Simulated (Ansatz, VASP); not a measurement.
SnTe in VASP and in Ansatz

```
CELL_PARAMETERS angstrom
0.00000 3.20553 3.20553
3.20553 0.00000 3.20553
3.20553 3.20553 0.00000
ATOMIC_POSITIONS crystal
Te 0.00000 0.00000 0.00000
Sn 0.50000 0.50000 0.50000
```

Alike in both runs: functional PBE; k mesh 10 × 10 × 10; occupations gaussian, width 0.01 eV; no spin polarisation.

Ansatz relaxed the structure, and its values are those at the end. VASP's run is a single point on that final structure, the one shown.

```csv
,VASP,Ansatz
version,VASP 6.6.1,Ansatz 0.2.0
potentials or method,"VASP PAW PBE potentials, release 64 (Te, Sn_d), cutoff 520 eV","scalar-relativistic, plane waves, PAW"
valence electrons in the cell,20,30
```

Ansatz gave:

- gap on the k mesh at the Fermi level (eV): 0.05
- least direct gap on the mesh (eV): 0.05
- pressure (GPa): 0.0

**Question.** Estimate VASP's values.

**Answer.** gap on the k mesh at the Fermi level (eV): 0.05; least direct gap on the mesh (eV): 0.05; pressure (GPa): -0.1.

VASP's potentials hold 20 valence electrons a cell and Ansatz's 30, so a difference there can come from the potentials and not from the codes.

Spin-orbit coupling is off throughout.
